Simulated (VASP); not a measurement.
Runs of VASP 6.6.1 on HgTe. The structure is that of space group Fm-3m (No. 225), or close to it. The cells are those of the table. 

```tsv
cell	gap on the mesh (eV)	pressure (GPa)
a = 4.340 Å, angles 60.0°, 2 atoms	none	0.1
a = 4.568 Å, angles 60.0°, 2 atoms	none	(a)
a = 4.316 Å, angles 60.0°, 2 atoms	none	0.9
a = 4.506 Å, angles 60.0°, 2 atoms	none	-3.9
```

Alike in all rows: task single point; level PBE; potentials or basis VASP PAW PBE potentials, release 64 (Hg, Te); no spin polarisation; k mesh 6 × 6 × 6; cutoff (eV) 500; smearing gaussian 0.05 eV.

Problem. Estimate the missing entries.

Solution. (a) -4.7.

Caveats: spin-orbit coupling is left out, which moves the levels of the heavy elements.

A k mesh can miss the band edges, and the runs leave out spin-orbit coupling on Hg, Te.

A gap of «none» marks levels without a gap at the run's occupations.
